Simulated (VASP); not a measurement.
## H19NO8: single point with PBE+D3(BJ)

The system is H19NO8.

```
O H N
1.0
     6.06594    0.00000    0.00000
     0.00000    6.06594    0.00000
     0.00000    0.00000    6.06594
O H N
8 19 1
Direct
  0.20645 0.33804 0.46056
  0.59402 0.49602 0.30876
  0.72648 0.19661 0.80413
  0.89015 0.70896 0.62046
  0.11879 0.50681 0.94800
  0.84006 0.11678 0.28655
  0.49496 0.63985 0.85268
  0.47709 0.93404 0.46641
  0.27389 0.19496 0.51387
  0.33873 0.43185 0.43706
  0.53782 0.56140 0.16528
  0.66158 0.35676 0.26341
  0.80382 0.11977 0.69826
  0.71916 0.13360 0.94206
  0.01956 0.65317 0.54560
  0.79257 0.65607 0.49984
  0.01437 0.62831 0.89695
  0.09325 0.40422 0.82781
  0.94586 0.23853 0.33278
  0.96871 0.03910 0.20874
  0.35147 0.57483 0.84897
  0.59575 0.51324 0.82076
  0.60207 0.00471 0.41153
  0.51059 0.86778 0.60981
  0.27534 0.20391 0.07738
  0.37041 0.97583 0.15608
  0.31860 0.99904 0.89579
  0.25234 0.04263 0.05623
```

```
Program             : VASP 6.6.1
Task                : single point
Functional          : PBE
Dispersion          : D3(BJ)
Potentials or basis : VASP PAW PBE potentials, release 64 (O, H, N)
Cutoff              : 520 eV
k mesh              : 1 × 1 × 1
Occupations         : fermi-dirac, width 0.05 eV
Spin                : no spin polarisation
```

* Pressure: 2.1 GPa
* Largest force: 4.204 eV/Å
* Band gap on the k mesh: 4.62 eV
* Dispersion energy per atom: -0.044 eV

Forces on the atoms (eV/Å):
```
O    0.188 -0.901  1.053
O   -0.347  0.623 -1.150
O   -1.833  3.693 -0.827
O   -0.128 -0.196 -1.076
O   -1.586  1.105 -0.347
O    2.335  0.644 -0.313
O    2.779  0.107 -0.209
O   -2.875 -0.991  1.149
H   -0.286  0.817 -0.601
H    0.028 -0.222 -0.359
H    0.499 -0.171  0.895
H    0.126 -0.153 -0.027
H    1.459 -1.911 -1.447
H    0.406 -1.614  2.319
H    1.109  0.050  0.315
H   -0.911  0.228  0.520
H    0.854 -1.054  0.537
H   -0.303 -0.498 -0.124
H   -0.759 -0.374  0.186
H   -0.859 -0.142 -0.161
H   -1.654 -0.377  0.430
H   -0.304  0.744 -0.138
H    2.432  1.007 -0.592
H    0.182 -0.219 -0.127
H   -0.028  1.224 -0.077
H   -0.361 -0.372  0.324
H   -1.055  0.680  1.741
N    0.893 -1.729 -1.894
```

Stress tensor (GPa, compression positive):
```
 3.95  1.90 -0.63
 1.90  1.48 -0.58
-0.63 -0.58  0.78
```

Levels at points of the mesh, in eV from the valence-band top:
```tsv
k point	band 33	band 34	band 35	band 36	band 37	band 38	band 39	band 40
(0.00, 0.00, 0.00)	-0.47	-0.34	-0.26	0.00	4.62	8.03	8.20	8.71
```

Wall time 17 s on 1 thread of AMD EPYC 9R45 96-Core Processor (Zen 5), on a shared host, peak memory 0.28 GiB.

Caveat: the k points lie up to 1.04 Å⁻¹ apart.
